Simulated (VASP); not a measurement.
Here is a VASP 6.6.1 calculation.

File POSCAR:

```
KF
1.0
    0.0000000000      2.7070099531      2.7070099531
    2.7070099531      0.0000000000      2.7070099531
    2.7070099531      2.7070099531      0.0000000000
K F
1 1
Direct
    0.0000000000      0.0000000000      0.0000000000
    0.5000000000      0.5000000000      0.5000000000
```

Contents of INCAR.step1:

```
SYSTEM = KF
  PREC = Accurate
  ENCUT = 520
  ISMEAR = -5
  SIGMA = 0.05
  LREAL = .FALSE.
  LASPH = .TRUE.
  NELM = 60
  NBANDS = 15
  GGA = PE
  ALGO = Normal
  EDIFF = 1E-4
  LWAVE = .TRUE.
  LCHARG = .FALSE.
```

Contents of INCAR.step2:

```
SYSTEM = KF
  PREC = Accurate
  ENCUT = 520
  EDIFF = 1E-6
  ISMEAR = -5
  SIGMA = 0.05
  LREAL = .FALSE.
  LASPH = .TRUE.
  NELM = 60
  ALGO = Normal
  ISIF = 2
  LWAVE = .FALSE.
  LCHARG = .FALSE.
  METAGGA = R2SCAN
  LMIXTAU = .TRUE.
  IVDW = 13
  VDW_S6 = 1.0
  VDW_S8 = 0.6018749
  VDW_A1 = 0.51559235
  VDW_A2 = 5.77342911
  NBANDS = 15
  ISTART = 1
```

The input KPOINTS:

```
Automatic mesh
0
G
  9 9 9
  0 0 0
```

Potentials or basis: VASP PAW PBE potentials, release 64 (K_sv, F).

Command:

```bash
$ cat potpaw_PBE.64/K_sv/POTCAR potpaw_PBE.64/F/POTCAR > POTCAR
$ cp INCAR.step1 INCAR
$ mpirun -np 1 vasp_std > vasp.out
$ cp INCAR.step2 INCAR
$ mpirun -np 1 vasp_std > vasp.out
```

Problem. What does it give for the pressure?

Solution. -1.9 GPa.

Problem. Predict the dispersion energy per atom.

Solution. -0.026 eV.

Problem. Predict the band gap on the k mesh.

Solution. 6.62 eV.

Caveat: the PAW data sets were made with another functional, which shifts forces and pressure a little; an odd mesh through Γ misses points on the zone boundary, where band edges can lie.
